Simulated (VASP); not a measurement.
# ZnSe (Pm-3m) in VASP: notebook, part 2 of 2

VASP 6.6.1.

## 3. Single point, PBE

File INCAR:

```
PREC     = Accurate       # precision mode
ENCUT    = 500            # plane-wave cutoff, eV
EDIFF    = 1E-6           # SCF threshold, eV
ISMEAR   = 1              # smearing method
SIGMA    = 0.05           # smearing width, eV
LREAL    = False          # projectors in reciprocal space
LASPH    = True           # aspherical terms in the spheres
NELM     = 120            # most SCF steps
ALGO     = Normal         # electronic algorithm
ISIF     = 2              # what is computed and relaxed
LWAVE    = False          # write WAVECAR
LCHARG   = True           # write CHGCAR
GGA      = PE             # functional
LELF     = True           # ELF
LVHAR    = True         
NBANDS   = 16             # bands
GGA_COMPAT= False
```

File KPOINTS:

```
regular mesh
0
Gamma
  5 5 5
```

File POSCAR:

```
ZnSe
1.0
    3.3359376636      0.0000000000      0.0000000000
    0.0000000000      3.3359376636      0.0000000000
    0.0000000000      0.0000000000      3.3359376636
Zn Se
1 1
Direct
    0.5000000000      0.5000000000      0.5000000000
    0.0000000000      0.0000000000      0.0000000000
```

Potentials or basis: VASP PAW PBE potentials, release 64 (Zn, Se).

Launch:

```bash
cat potpaw_PBE.64/Zn/POTCAR potpaw_PBE.64/Se/POTCAR > POTCAR
mpirun -np 1 vasp_std > vasp.out
```

OUTCAR:

```text
PREC = Accurate
   ENCUT = 500
   EDIFF = 1E-6
   ISMEAR = 1
   LREAL = False
   LASPH = True
   NELM = 120
   ISIF = 2
   GGA = PE

 ion  position               nearest neighbor table
   1  0.500  0.500  0.500-   2 2.89   2 2.89   2 2.89   2 2.89   2 2.89   2 2.89   2 2.89   2 2.89

   2  0.000  0.000  0.000-   1 2.89   1 2.89   1 2.89   1 2.89   1 2.89   1 2.89   1 2.89   1 2.89

  LATTYP: Found a simple cubic cell.
 ALAT       =     3.3359376636

  Lattice vectors:

 A1 = (   3.3359376636,   0.0000000000,   0.0000000000)
 A2 = (   0.0000000000,   3.3359376636,   0.0000000000)
 A3 = (   0.0000000000,   0.0000000000,   3.3359376636)

Analysis of symmetry for initial positions (statically):
=====================================================================
 Subroutine PRICEL returns:
 Original cell was already a primitive cell.

 Routine SETGRP: Setting up the symmetry group for a
 simple cubic supercell.

 Subroutine GETGRP returns: Found 48 space group operations
 (whereof 48 operations were pure point group operations)
 out of a pool of 48 trial point group operations.

The static configuration has the point symmetry O_h .

Analysis of symmetry for dynamics (positions and initial velocities):
=====================================================================
 Subroutine PRICEL returns:
 Original cell was already a primitive cell.

 Routine SETGRP: Setting up the symmetry group for a
 simple cubic supercell.

 Subroutine GETGRP returns: Found 48 space group operations
 (whereof 48 operations were pure point group operations)
 out of a pool of 48 trial point group operations.

The dynamic configuration has the point symmetry O_h .

 Subroutine INISYM returns: Found 48 space group operations
 (whereof 48 operations are pure point group operations),
 and found     1 'primitive' translations

----------------------------------------------------------------------------------------

                                     Primitive cell

  volume of cell :      37.1239

  direct lattice vectors                    reciprocal lattice vectors
     3.335937664  0.000000000  0.000000000     0.299765793  0.000000000  0.000000000
     0.000000000  3.335937664  0.000000000     0.000000000  0.299765793  0.000000000
     0.000000000  0.000000000  3.335937664     0.000000000  0.000000000  0.299765793

  length of vectors
     3.335937664  3.335937664  3.335937664     0.299765793  0.299765793  0.299765793

  position of ions in fractional coordinates (direct lattice)
     0.500000000  0.500000000  0.500000000
     0.000000000  0.000000000  0.000000000

  ion indices of the primitive-cell ions
   primitive index   ion index
                 1           1
                 2           2

----------------------------------------------------------------------------------------

 KPOINTS: regular mesh

Automatic generation of k-mesh.
 Grid dimensions read from file:
 generate k-points for:    5    5    5

 Generating k-lattice:

  Cartesian coordinates                     Fractional coordinates (reciprocal lattice)
     0.059953159  0.000000000  0.000000000     0.200000000  0.000000000  0.000000000
     0.000000000  0.059953159  0.000000000     0.000000000  0.200000000  0.000000000
     0.000000000  0.000000000  0.059953159     0.000000000  0.000000000  0.200000000

  Length of vectors
     0.059953159  0.059953159  0.059953159

  Shift w.r.t. Gamma in fractional coordinates (k-lattice)
     0.000000000  0.000000000  0.000000000

 Subroutine IBZKPT returns following result:
 ===========================================

 Found     10 irreducible k-points:

 Following reciprocal coordinates:
            Coordinates               Weight
  0.000000  0.000000  0.000000      1.000000
  0.200000  0.000000  0.000000      6.000000
  0.400000  0.000000  0.000000      6.000000
  0.200000  0.200000  0.000000     12.000000
  0.400000  0.200000  0.000000     24.000000
  0.400000  0.400000  0.000000     12.000000
  0.200000  0.200000  0.200000      8.000000
  0.400000  0.200000  0.200000     24.000000
  0.400000  0.400000  0.200000     24.000000
  0.400000  0.400000  0.400000      8.000000
   k-points           NKPTS =     10   k-points in BZ     NKDIM =     10   number of bands    NBANDS=     16
   number of dos      NEDOS =    301   number of ions     NIONS =      2
   total plane-waves  NPLWV =  13824
   dimension x,y,z NGX =    24 NGY =   24 NGZ =   24
   dimension x,y,z NGXF=    48 NGYF=   48 NGZF=   48
   ions per type =               1   1
   NGX,Y,Z   is equivalent  to a cutoff of  11.96, 11.96, 11.96 a.u.
   NGXF,Y,Z  is equivalent  to a cutoff of  23.92, 23.92, 23.92 a.u.
 SYSTEM =  unknown system
   PREC   = accura    normal or accurate (medium, high low for compatibility)
   ISTART =      0    job   : 0-new  1-cont  2-samecut
   ICHARG =      2    charge: 1-file 2-atom 10-const
   ISPIN  =      1    spin polarized calculation?
   LNONCOLLINEAR =      F non collinear calculations
   LSORBIT =      F    spin-orbit coupling
   LASPH  =      T    aspherical Exc in radial PAW
   ENCUT  =  500.0 eV  36.75 Ry    6.06 a.u.   6.08  6.08  6.08*2*pi/ulx,y,z
   NELM   =    120;   NELMIN=  2; NELMDL= -5     # of ELM steps
   EDIFF  = 0.1E-05   stopping-criterion for ELM
   LREAL  =      F    real-space projection
   EDIFFG = 0.1E-04   stopping-criterion for IOM
   NSW    =      0    number of steps for IOM
   IBRION =     -1    ionic relax: 0-MD 1-quasi-New 2-CG
   NFREE  =      0    steps in history (QN), initial steepest desc. (CG)
   ISIF   =      2    stress and relaxation
   ISYM   =      2    0-nonsym 1-usesym 2-fastsym
   POTIM  = 0.5000    time-step for ionic-motion
   TEBEG  =    0.0;   TEEND  =   0.0 temperature during run
   PSTRESS=    0.0 pullay stress
   NELECT =      18.0000    total number of electrons
   NUPDOWN=      -1.0000    fix difference up-down
   EMIN   =  10.00;   EMAX   =-10.00  energy-range for DOS
   EFERMI =   0.00;   METHOD = LEGACY
   ISMEAR =     1;   SIGMA  =   0.05  broadening in eV -4-tet -1-fermi 0-gaus
   EFERMI_NEDOS =   21; number of points for ismear=-14 and -15
   IALGO  =     38    algorithm
   IMIX   =      4    mixing-type and parameters
     AMIX     =   0.40;   BMIX     =  1.00
     AMIX_MAG =   1.60;   BMIX_MAG =  1.00
  volume/ion in A,a.u.               =      18.56       125.26
  Fermi-wavevector in a.u.,A,eV,Ry     =   1.286119  2.430412 22.505417  1.654101
  Thomas-Fermi vector in A             =   2.418212
   LORBIT       =      0    0 simple, 1 ext, 2 COOP (PROOUT), +10 PAW based schemes
   GGA     = PE    functional components
   LHFCALC =     F    Hartree Fock is set to
   AEXX    =    0.0000 exact exchange contribution
   IVDW    =     0    specifies the selected vdW correction
   LEPSILON=     F    determine dielectric tensor
   LRPA    =     F    only Hartree local field effects (RPA)
 non-spin polarized calculation
 Methfessel and Paxton  Order N= 1 SIGMA  =   0.05
  energy-cutoff  :      500.00
  volume of cell :       37.12
 maximum number of plane-waves:       952
   NGX = 13   NGY = 13   NGZ = 13

 number of electron      17.9999969 magnetization

 Free energy of the ion-electron system (eV)
  ---------------------------------------------------
  ext. energy  EPLUGINS =         0.00000000
  ---------------------------------------------------
  free energy    TOTEN  =        -4.40091893 eV

  energy without entropy =       -4.40065275  energy(sigma->0) =       -4.40083020

 E-fermi :   4.0123     XC(G=0): -10.7610

 val. band max:        3.9826036130   @ k =   0.4000   0.0000   0.0000
 cond. band min:       4.1529985921   @ k =   0.4000   0.2000   0.0000
 fundamental gap:      0.1703949791
 Fermi energy:         4.0122894264

 k-point     1 :       0.0000    0.0000    0.0000
  band No.  band energies     occupation
      1     -10.6429      2.00000
      2      -2.9509      2.00000
      3      -2.9509      2.00000
      4      -2.6553      2.00000
      5      -2.6553      2.00000
      6      -2.6553      2.00000
[... 8 lines left out ...]
     15      15.1495      0.00000
     16      19.4740      0.00000
[... 153 lines left out ...]
 k-point    10 :       0.4000    0.4000    0.4000
  band No.  band energies     occupation
      1      -7.9936      2.00000
      2      -3.1819      2.00000
      3      -3.1819      2.00000
      4      -2.9525      2.00000
      5      -2.5803      2.00000
      6      -2.5803      2.00000
[... 8 lines left out ...]
     15      20.4815      0.00000
     16      20.4815      0.00000

------------------------ aborting loop because EDIFF is reached ----------------------------------------

  FORCE on cell =-STRESS in cart. coord.  units (eV):
  Direction    XX          YY          ZZ          XY          YZ          ZX
  --------------------------------------------------------------------------------------
  -------------------------------------------------------------------------------------
  Total        0.0304707      0.0304707      0.0304707     -0.0000000      0.0000000      0.0000000
  in kB        1.3150415      1.3150415      1.3150415     -0.0000000      0.0000000      0.0000000
  external PRESSURE =       1.3150415 kB  Pullay stress =       0.0000000 kB

 VOLUME and BASIS-vectors are now :
 -----------------------------------------------------------------------------
  energy-cutoff  :      500.00
  volume of cell :       37.12
      direct lattice vectors                 reciprocal lattice vectors
     3.335937664  0.000000000  0.000000000     0.299765793  0.000000000  0.000000000
     0.000000000  3.335937664  0.000000000     0.000000000  0.299765793  0.000000000
     0.000000000  0.000000000  3.335937664     0.000000000  0.000000000  0.299765793

 POSITION                                       TOTAL-FORCE (eV/Angst)
 -----------------------------------------------------------------------------------
      1.66797      1.66797      1.66797         0.000000      0.000000      0.000000
      0.00000      0.00000      0.00000         0.000000      0.000000      0.000000
 -----------------------------------------------------------------------------------
    total drift:                                0.000000      0.000000     -0.000000

  FREE ENERGIE OF THE ION-ELECTRON SYSTEM (eV)
  ---------------------------------------------------
  free  energy   TOTEN  =        -4.4009189294 eV

  energy  without entropy=       -4.4006527543  energy(sigma->0) =       -4.40083020
```

It took 2.8 s on 1 thread of Intel Xeon 6975P-C (Granite Rapids), shared host; peak memory 0.13 GiB.

Results:

```yaml
Free_energy: -4.4009 eV
Pressure: 0.1 GPa
Band_gap_on_the_k_mesh: zero (band 9 reaches 4.15 eV, above the bottom of band 10 at 2.78 eV)
```

Levels at points of the mesh, in eV from the Fermi level:
| k point | band 7 | band 8 | band 9 | band 10 | band 11 | band 12 |
| --- | --- | --- | --- | --- | --- | --- |
| (0.00, 0.00, 0.00) | -1.26 | -1.26 | -1.26 | -1.23 | 5.79 | 5.79 |

Caveat: the k points lie up to 0.38 Å⁻¹ apart.

## 4. Single point, PBE

This run uses another cell than the first one, of 19.17 Å³/atom, 1.031 times its volume.

File INCAR:

```
ALGO = Normal
EDIFF = 1E-6
ENCUT = 500
GGA = PE
GGA_COMPAT = False
ISIF = 2
ISMEAR = -4
LASPH = True
LCHARG = False
LREAL = False
LWAVE = False
NBANDS = 16
NELM = 120
PREC = Accurate
SIGMA = 0.1
```

File KPOINTS:

```
k-points
0
Gamma
  5 5 5
```

File POSCAR:

```
ZnSe
1.0
    3.3722315768      0.0000000000      0.0000000000
    0.0000000000      3.3722315768      0.0000000000
    0.0000000000      0.0000000000      3.3722315768
Zn Se
1 1
Direct
    0.5000000000      0.5000000000      0.5000000000
    0.0000000000      0.0000000000      0.0000000000
```

Launch:

```bash
cat potpaw_PBE.64/Zn/POTCAR potpaw_PBE.64/Se/POTCAR > POTCAR
mpirun -np 1 vasp_std > vasp.out
```

It took 3.7 s on 1 thread of Intel Xeon 6975P-C (Granite Rapids), shared host; peak memory 0.15 GiB.

The run converged. Its results:

* Free energy: -4.1801 eV
* Pressure: 0.1 GPa
* Band gap on the k mesh: zero (band 9 reaches 4.00 eV, above the bottom of band 10 at 2.64 eV)

Levels at points of the mesh, in eV from the Fermi level:
| k point | band 5 | band 6 | band 7 | band 8 | band 9 | band 10 | band 11 | band 12 | band 13 | band 14 |
| --- | --- | --- | --- | --- | --- | --- | --- | --- | --- | --- |
| (0.00, 0.00, 0.00) | -6.78 | -6.78 | -1.31 | -1.01 | -1.01 | -1.01 | 5.93 | 5.93 | 10.89 | 10.89 |

Caveat: the k points lie up to 0.37 Å⁻¹ apart.

## 5. Single point, PBE, collinear spin, ferromagnetic start

File INCAR:

```
SYSTEM = ZnSe
PREC = Accurate ; ENCUT = 500
EDIFF = 1E-6 ; ISMEAR = -1
SIGMA = 0.1 ; LREAL = .False.
LASPH = .True. ; NELM = 200
ALGO = Normal ; ISIF = 2
LWAVE = .False. ; LCHARG = .False.
ISPIN = 2 ; MAGMOM = 0.2 0.2
LORBIT = 11 ; GGA = PE
NBANDS = 20 ; GGA_COMPAT = .False.
```

File KPOINTS:

```
Automatic mesh
0
Gamma
  5 5 5
  0 0 0
```

File POSCAR:

```
ZnSe
1.0
    3.3376815590      0.0000000000      0.0000000000
    0.0000000000      3.3376815590      0.0000000000
    0.0000000000      0.0000000000      3.3376815590
Zn Se
1 1
Direct
    0.5000000000      0.5000000000      0.5000000000
    0.0000000000      0.0000000000      0.0000000000
```

Launch:

```bash
cat potpaw_PBE.64/Zn/POTCAR potpaw_PBE.64/Se/POTCAR > POTCAR
mpirun -np 1 vasp_std > vasp.out
```

It took 5.9 s on 1 thread of Intel Xeon 6975P-C (Granite Rapids), shared host; peak memory 0.15 GiB.

Results (log left out):

```yaml
Free_energy: -4.4219 eV
Pressure: 0.1 GPa
Band_gap_on_the_k_mesh: zero (filled and empty bands overlap)
Net_moment: 0.00 μB per cell
Valence_electrons_inside_the_program's_atomic_spheres: Zn 10.60; Se 3.73
```

Levels at points of the mesh, in eV from the Fermi level:
Spin up:
```csv
k point,band 5,band 6,band 7,band 8,band 9,band 10,band 11,band 12,band 13,band 14
"(0.00, 0.00, 0.00)",-6.65,-6.65,-1.25,-1.25,-1.25,-1.23,5.81,5.81,11.14,11.14
```
Spin down:
```csv
k point,band 7,band 8,band 9,band 10,band 11,band 12
"(0.00, 0.00, 0.00)",-1.25,-1.25,-1.25,-1.23,5.81,5.81
```

Caveat: the k points lie up to 0.38 Å⁻¹ apart.

## 6. Overview

```csv
spin,cell,smearing,gap on the mesh (eV),pressure (GPa)
off,"a = 3.338 Å, 2 atoms",fermi-dirac 0.1 eV,none,0.1
off,"a = 3.336 Å, 2 atoms",methfessel-paxton 0.05 eV,none,0.1
off,"a = 3.372 Å, 2 atoms",tetrahedron,none,0.1
"collinear, ferromagnetic start","a = 3.338 Å, 2 atoms",fermi-dirac 0.1 eV,none,0.1
```

Alike in all rows: task single point; level PBE; potentials or basis VASP PAW PBE potentials, release 64 (Zn, Se); k mesh 5 × 5 × 5; cutoff (eV) 500.

Caveats: all runs use coarse meshes.

Total energies depend on the potentials used, so only differences within one code and one set of settings carry meaning.
